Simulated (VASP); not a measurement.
# Ti (P6_3/mmc) in VASP: further runs

Runs on Ti. Level: PBEsol. Tasks: single point.

Program: VASP 6.6.1. These are calculated values, not measurements. Logs are shortened: lines on timing, memory, paths and dates and some standing lists are left out, and cuts for length are marked.

## (1) The cell of the first run

It takes space group P6_3/mmc (No. 194, hexagonal). The conventional cell has a = 2.848 Å, b = 2.848 Å, c = 4.516 Å, α = 90.00°, β = 90.00°, γ = 120.00°. Ti (site symmetry -6m2) has 12 Ti at 2.79 to 2.85 Å within 3.7 Å.

## (2) Single point, PBEsol

Input file INCAR:

```
ALGO = Normal
EDIFF = 1E-6
ENCUT = 520
GGA = PS
ISIF = 2
ISMEAR = -1
LASPH = T
LCHARG = F
LREAL = F
LWAVE = F
NBANDS = 19
NELM = 100
PREC = Accurate
SIGMA = 0.08
```

Input file KPOINTS:

```
k-points
0
Gamma
  18 18 10
```

Input file POSCAR:

```
Ti
1.0
    2.8480206737      0.0000000000      0.0000000000
   -1.4240103368      2.4664582539      0.0000000000
    0.0000000000      0.0000000000      4.5160204659
Ti
2
Direct
    0.3333333333      0.6666666667      0.2500000000
    0.6666666667      0.3333333333      0.7500000000
```

Potentials or basis: VASP PAW PBE potentials, release 64 (Ti_sv).

Command:

```console
> cat potpaw_PBE.64/Ti_sv/POTCAR > POTCAR
> mpirun -np 1 vasp_std > vasp.out
```

OUTCAR:

```text
EDIFF = 1E-6
   ENCUT = 520
   GGA = PS
   ISIF = 2
   ISMEAR = -1
   LASPH = T
   LREAL = F
   NELM = 100
   PREC = Accurate

 ion  position               nearest neighbor table
   1  0.333  0.667  0.250-   2 2.79   2 2.79   2 2.79   2 2.79   2 2.79   2 2.79
   2  0.667  0.333  0.750-   1 2.79   1 2.79   1 2.79   1 2.79   1 2.79   1 2.79

  LATTYP: Found a hexagonal cell.
 ALAT       =     2.8480206737
 C/A-ratio  =     1.5856698329

  Lattice vectors:

 A1 = (   2.8480206737,   0.0000000000,   0.0000000000)
 A2 = (  -1.4240103368,   2.4664582539,   0.0000000000)
 A3 = (   0.0000000000,   0.0000000000,   4.5160204659)

Analysis of symmetry for initial positions (statically):
=====================================================================
 Subroutine PRICEL returns:
 Original cell was already a primitive cell.

 Routine SETGRP: Setting up the symmetry group for a
 hexagonal supercell.

 Subroutine GETGRP returns: Found 24 space group operations
 (whereof 12 operations were pure point group operations)
 out of a pool of 24 trial point group operations.

The static configuration has the point symmetry D_3d.
 The point group associated with its full space group is D_6h.

Analysis of symmetry for dynamics (positions and initial velocities):
=====================================================================
 Subroutine PRICEL returns:
 Original cell was already a primitive cell.

 Routine SETGRP: Setting up the symmetry group for a
 hexagonal supercell.

 Subroutine GETGRP returns: Found 24 space group operations
 (whereof 12 operations were pure point group operations)
 out of a pool of 24 trial point group operations.

The dynamic configuration has the point symmetry D_3d.
 The point group associated with its full space group is D_6h.

 Subroutine INISYM returns: Found 24 space group operations
 (whereof 12 operations are pure point group operations),
 and found     1 'primitive' translations

----------------------------------------------------------------------------------------

                                     Primitive cell

  volume of cell :      31.7229

  direct lattice vectors                    reciprocal lattice vectors
     2.848020674  0.000000000  0.000000000     0.351121047  0.202719831  0.000000000
    -1.424010337  2.466458254  0.000000000     0.000000000  0.405439662  0.000000000
     0.000000000  0.000000000  4.516020466     0.000000000  0.000000000  0.221433895

  length of vectors
     2.848020674  2.848020674  4.516020466     0.405439662  0.405439662  0.221433895

  position of ions in fractional coordinates (direct lattice)
     0.333333333  0.666666667  0.250000000
     0.666666667  0.333333333  0.750000000

  ion indices of the primitive-cell ions
   primitive index   ion index
                 1           1
                 2           2

----------------------------------------------------------------------------------------

 KPOINTS: k-points

Automatic generation of k-mesh.
 Grid dimensions read from file:
 generate k-points for:   18   18   10

 Generating k-lattice:

  Cartesian coordinates                     Fractional coordinates (reciprocal lattice)
     0.019506725  0.011262213  0.000000000     0.055555556  0.000000000  0.000000000
     0.000000000  0.022524426  0.000000000     0.000000000  0.055555556  0.000000000
     0.000000000  0.000000000  0.022143389     0.000000000  0.000000000  0.100000000

  Length of vectors
     0.022524426  0.022524426  0.022143389

  Shift w.r.t. Gamma in fractional coordinates (k-lattice)
     0.000000000  0.000000000  0.000000000

 Subroutine IBZKPT returns following result:
 ===========================================

 Found    222 irreducible k-points:

 Following reciprocal coordinates:
            Coordinates               Weight
  0.000000  0.000000  0.000000      1.000000
  0.055556 -0.000000  0.000000      6.000000
  0.111111 -0.000000  0.000000      6.000000
  0.166667 -0.000000  0.000000      6.000000
  0.222222 -0.000000  0.000000      6.000000
  0.277778 -0.000000  0.000000      6.000000
[... 16 lines left out ...]
  0.333333  0.111111  0.000000     12.000000
  0.388889  0.111111  0.000000     12.000000
 [... further k-points ...]
   k-points           NKPTS =    222   k-points in BZ     NKDIM =    222   number of bands    NBANDS=     19
   number of dos      NEDOS =    301   number of ions     NIONS =      2
   total plane-waves  NPLWV =  20736
   dimension x,y,z NGX =    24 NGY =   24 NGZ =   36
   dimension x,y,z NGXF=    48 NGYF=   48 NGZF=   72
   ions per type =               2
   NGX,Y,Z   is equivalent  to a cutoff of  14.01, 14.01, 13.25 a.u.
   NGXF,Y,Z  is equivalent  to a cutoff of  28.02, 28.02, 26.50 a.u.
 SYSTEM =  unknown system
   PREC   = accura    normal or accurate (medium, high low for compatibility)
   ISTART =      0    job   : 0-new  1-cont  2-samecut
   ICHARG =      2    charge: 1-file 2-atom 10-const
   ISPIN  =      1    spin polarized calculation?
   LNONCOLLINEAR =      F non collinear calculations
   LSORBIT =      F    spin-orbit coupling
   LASPH  =      T    aspherical Exc in radial PAW
   ENCUT  =  520.0 eV  38.22 Ry    6.18 a.u.   5.30  5.30  8.40*2*pi/ulx,y,z
   NELM   =    100;   NELMIN=  2; NELMDL= -5     # of ELM steps
   EDIFF  = 0.1E-05   stopping-criterion for ELM
   LREAL  =      F    real-space projection
   EDIFFG = 0.1E-04   stopping-criterion for IOM
   NSW    =      0    number of steps for IOM
   IBRION =     -1    ionic relax: 0-MD 1-quasi-New 2-CG
   NFREE  =      0    steps in history (QN), initial steepest desc. (CG)
   ISIF   =      2    stress and relaxation
   ISYM   =      2    0-nonsym 1-usesym 2-fastsym
   POTIM  = 0.5000    time-step for ionic-motion
   TEBEG  =    0.0;   TEEND  =   0.0 temperature during run
   PSTRESS=    0.0 pullay stress
   NELECT =      24.0000    total number of electrons
   NUPDOWN=      -1.0000    fix difference up-down
   EMIN   =  10.00;   EMAX   =-10.00  energy-range for DOS
   EFERMI =   0.00;   METHOD = LEGACY
   ISMEAR =    -1;   SIGMA  =   0.08  broadening in eV -4-tet -1-fermi 0-gaus
   EFERMI_NEDOS =   21; number of points for ismear=-14 and -15
   IALGO  =     38    algorithm
   IMIX   =      4    mixing-type and parameters
     AMIX     =   0.40;   BMIX     =  1.00
     AMIX_MAG =   1.60;   BMIX_MAG =  1.00
  volume/ion in A,a.u.               =      15.86       107.04
  Fermi-wavevector in a.u.,A,eV,Ry     =   1.491721  2.818944 30.276119  2.225232
  Thomas-Fermi vector in A             =   2.604340
   LORBIT       =      0    0 simple, 1 ext, 2 COOP (PROOUT), +10 PAW based schemes
   GGA     = PS    functional components
   LHFCALC =     F    Hartree Fock is set to
   AEXX    =    0.0000 exact exchange contribution
   IVDW    =     0    specifies the selected vdW correction
   LEPSILON=     F    determine dielectric tensor
   LRPA    =     F    only Hartree local field effects (RPA)
 non-spin polarized calculation
  energy-cutoff  :      520.00
  volume of cell :       31.72
 maximum number of plane-waves:       868
 NGX is ok and might be reduce to    24
   NGX = 11   NGY = 11   NGZ = 17

 number of electron      24.0000005 magnetization

 Free energy of the ion-electron system (eV)
  ---------------------------------------------------
  ext. energy  EPLUGINS =         0.00000000
  ---------------------------------------------------
  free energy    TOTEN  =       -16.66719221 eV

  energy without entropy =      -16.62346383  energy(sigma->0) =      -16.64532802

 E-fermi :   9.1874     XC(G=0): -12.0762

 val. band max:        9.1863541977   @ k =   0.0556  -0.0000   0.3000
 cond. band min:       9.1878693081   @ k =   0.1111   0.0556   0.0000
 fundamental gap:      0.0015151104
 Fermi energy:         9.1873973866

 k-point     1 :       0.0000    0.0000    0.0000
  band No.  band energies     occupation
      1     -47.2808      2.00000
      2     -47.0809      2.00000
      3     -24.0842      2.00000
      4     -23.2312      2.00000
      5     -23.2312      2.00000
      6     -23.1262      2.00000
[... 11 lines left out ...]
     18      10.9902      0.00000
     19      12.7259      0.00000

 k-point     2 :       0.0556   -0.0000    0.0000
  band No.  band energies     occupation
      1     -47.2763      2.00000
      2     -47.0791      2.00000
      3     -24.0749      2.00000
      4     -23.2506      2.00000
      5     -23.2377      2.00000
      6     -23.1300      2.00000
[... 11 lines left out ...]
     18      10.9332      0.00000
     19      12.7576      0.00000

 k-point     3 :       0.1111   -0.0000    0.0000
  band No.  band energies     occupation
      1     -47.2633      2.00000
      2     -47.0740      2.00000
      3     -24.0477      2.00000
      4     -23.3063      2.00000
      5     -23.2559      2.00000
      6     -23.1759      2.00000
[... 11 lines left out ...]
     18      10.8329      0.00000
     19      12.8368      0.00000

 k-point     4 :       0.1667   -0.0000    0.0000
  band No.  band energies     occupation
      1     -47.2429      2.00000
      2     -47.0664      2.00000
      3     -24.0044      2.00000
      4     -23.3922      2.00000
      5     -23.2830      2.00000
      6     -23.2620      2.00000
[... 11 lines left out ...]
     18      11.1230      0.00000
     19      12.9334      0.00000

 k-point     5 :       0.2222   -0.0000    0.0000
  band No.  band energies     occupation
      1     -47.2170      2.00000
      2     -47.0579      2.00000
      3     -23.9476      2.00000
      4     -23.4983      2.00000
      5     -23.3646      2.00000
      6     -23.3152      2.00000
[... 11 lines left out ...]
     18      11.4988      0.00000
     19      13.0242      0.00000
[... 334 lines left out ...]
      2     -47.0478      2.00000
      3     -23.8597      2.00000
      4     -23.6070      2.00000
      5     -23.5244      2.00000
      6     -23.3452      2.00000
[... 11 lines left out ...]
     18      12.3231      0.00000
     19      13.0372      0.00000

 k-point    22 :       0.2778    0.1111    0.0000
  band No.  band energies     occupation
      1     -47.1513      2.00000
      2     -47.0430      2.00000
      3     -23.7904      2.00000
      4     -23.7067      2.00000
      5     -23.5910      2.00000
      6     -23.3933      2.00000
[... 11 lines left out ...]
     18      12.8621      0.00000
     19      13.0729      0.00000

 k-point    23 :       0.3333    0.1111    0.0000
  band No.  band energies     occupation
      1     -47.1263      2.00000
      2     -47.0413      2.00000
      3     -23.7879      2.00000
      4     -23.7232      2.00000
      5     -23.6444      2.00000
      6     -23.4323      2.00000
[... 11 lines left out ...]
     18      13.0967      0.00000
     19      13.4185      0.00000

 k-point    24 :       0.3889    0.1111    0.0000
  band No.  band energies     occupation
      1     -47.1078      2.00000
      2     -47.0424      2.00000
      3     -23.8407      2.00000
      4     -23.6792      2.00000
      5     -23.6688      2.00000
      6     -23.4575      2.00000
[... 11 lines left out ...]
     18      13.1098      0.00000
     19      13.9748      0.00000

 [... further k-points ...]

------------------------ aborting loop because EDIFF is reached ----------------------------------------

  FORCE on cell =-STRESS in cart. coord.  units (eV):
  Direction    XX          YY          ZZ          XY          YZ          ZX
  --------------------------------------------------------------------------------------
  -------------------------------------------------------------------------------------
  Total        1.3215759      1.3215759      1.3177530      0.0000000      0.0000000     -0.0000000
  in kB       66.7467108     66.7467108     66.5536377      0.0000000      0.0000000     -0.0000000
  external PRESSURE =      66.6823531 kB  Pullay stress =       0.0000000 kB

 VOLUME and BASIS-vectors are now :
 -----------------------------------------------------------------------------
  energy-cutoff  :      520.00
  volume of cell :       31.72
      direct lattice vectors                 reciprocal lattice vectors
     2.848020674  0.000000000  0.000000000     0.351121047  0.202719831  0.000000000
    -1.424010337  2.466458254  0.000000000     0.000000000  0.405439662  0.000000000
     0.000000000  0.000000000  4.516020466     0.000000000  0.000000000  0.221433895

 POSITION                                       TOTAL-FORCE (eV/Angst)
 -----------------------------------------------------------------------------------
     -0.00000      1.64431      1.12901        -0.000000      0.000000      0.000000
      1.42401      0.82215      3.38702         0.000000     -0.000000      0.000000
 -----------------------------------------------------------------------------------
    total drift:                               -0.000000      0.000000     -0.000000

  FREE ENERGIE OF THE ION-ELECTRON SYSTEM (eV)
  ---------------------------------------------------
  free  energy   TOTEN  =       -16.6671922073 eV

  energy  without entropy=      -16.6234638317  energy(sigma->0) =      -16.64532802
```

It took 75 s on 1 thread of AMD EPYC 9R45 (Zen 5), shared host; peak memory 0.2 GiB.

Results:

- Free energy: -16.6672 eV
- Pressure: 6.7 GPa
- Band gap on the k mesh: zero (bands 12 and 13 overlap by 1.15 eV)

Levels at points of the mesh, in eV from the Fermi level:
```tsv
k point	band 10	band 11	band 12	band 13	band 14	band 15
(0.00, 0.00, 0.00)	-2.92	0.83	0.83	0.97	1.06	1.40
(0.50, 0.00, 0.00)	-2.43	-2.09	-0.49	0.50	0.72	1.33
(0.00, 0.00, 0.50)	-4.42	0.10	0.10	0.73	0.73	0.73
(0.50, 0.00, 0.50)	-2.79	-0.92	-0.92	1.62	1.62	1.92
```

Caveat: the cell stands under pressure; the PAW data sets were made with another functional, which shifts forces and pressure a little.

## (3) Single point, PBEsol

This run uses another cell than the first one, of 16.21 Å³/atom.

Input file INCAR:

```
SYSTEM = Ti
PREC = Accurate
ENCUT = 520
EDIFF = 1E-7
ISMEAR = -1
SIGMA = 0.08
LREAL = .False.
LASPH = .True.
NELM = 80
ALGO = Normal
ISIF = 2
LWAVE = .False.
LCHARG = .True.
GGA = PS
LELF = .True.
LVHAR = .True.
NBANDS = 19
```

Input file KPOINTS:

```
Automatic mesh
0
Gamma
  18 18 10
  0 0 0
```

Input file POSCAR:

```
Ti
1.0
    2.8694209230      0.0000000000      0.0000000000
   -1.4347104615      2.4849914135      0.0000000000
    0.0000000000      0.0000000000      4.5468584669
Ti
2
Direct
    0.3333333333      0.6666666667      0.2500000000
    0.6666666667      0.3333333333      0.7500000000
```

Potentials or basis: VASP PAW PBE potentials, release 64 (Ti_sv).

Command:

```console
> cat potpaw_PBE.64/Ti_sv/POTCAR > POTCAR
> mpirun -np 1 vasp_std > vasp.out
```

It took 85 s on 1 thread of AMD EPYC 9R45 (Zen 5), shared host; peak memory 0.21 GiB.

It converged, with:

```
Free energy            : -16.6897 eV
Pressure               : 3.7 GPa
Band gap on the k mesh : zero (bands 12 and 13 overlap by 1.13 eV)
```

Levels at points of the mesh, in eV from the Fermi level:
| k point | band 8 | band 9 | band 10 | band 11 | band 12 | band 13 | band 14 | band 15 | band 16 | band 17 |
| --- | --- | --- | --- | --- | --- | --- | --- | --- | --- | --- |
| (0.00, 0.00, 0.00) | -32.35 | -6.36 | -2.86 | 0.82 | 0.82 | 0.96 | 1.00 | 1.37 | 1.37 | 1.76 |
| (0.50, 0.00, 0.00) | -32.44 | -2.43 | -2.36 | -2.02 | -0.52 | 0.50 | 0.70 | 1.29 | 3.67 | 3.92 |
| (0.00, 0.00, 0.50) | -32.41 | -4.40 | -4.40 | 0.10 | 0.10 | 0.72 | 0.72 | 0.72 | 0.72 | 3.07 |
| (0.50, 0.00, 0.50) | -32.55 | -2.73 | -2.73 | -0.89 | -0.89 | 1.55 | 1.55 | 1.88 | 1.88 | 3.82 |

Caveat: the cell stands under pressure; the PAW data sets were made with another functional, which shifts forces and pressure a little.

[end of part 1 of 2]
